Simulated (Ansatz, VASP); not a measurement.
## GdSi3 in VASP and in Ansatz

```xyz
4
Lattice="4.1428 0.0000 0.0000 0.0000 4.1428 0.0000 0.0000 0.0000 4.1428" Properties=species:S:1:pos:R:3 pbc="T T T"
Gd    0.0000    0.0000    0.0000
Si    0.0000    2.0714    2.0714
Si    2.0714    2.0714    0.0000
Si    2.0714    0.0000    2.0714
```

Alike in both runs: task single point; functional PBE; k mesh 8 × 8 × 8; occupations gaussian, width 0.05 eV; collinear spin.

|  | VASP | Ansatz |
| --- | --- | --- |
| version | VASP 6.6.1 | Ansatz 0.2.0 |
| potentials or method | VASP PAW PBE potentials, release 64 (Gd, Si), cutoff 520 eV | scalar-relativistic, plane waves, PAW |
| valence electrons in the cell | 30 | 30 |

|  | VASP | Ansatz | Ansatz less VASP |
| --- | --- | --- | --- |
| gap on the k mesh at the Fermi level (eV) | none | none | - |
| pressure (GPa) | -0.3 | 0.0 | +0.30 |
| net moment per atom (μB) | 1.66 | 1.66 | -0.002 |
| size of the moment on the site where the two differ most (μB) | 6.66 | 6.80 | +0.140 |

Site moments also hang on the region over which each program counts them. A gap of «none» marks a metal or a gap that the smearing closes. The functional is the same, so the differences come from potentials, cutoffs and numerics. Ansatz's warnings: given moment on shells.

Spin-orbit coupling is off throughout.
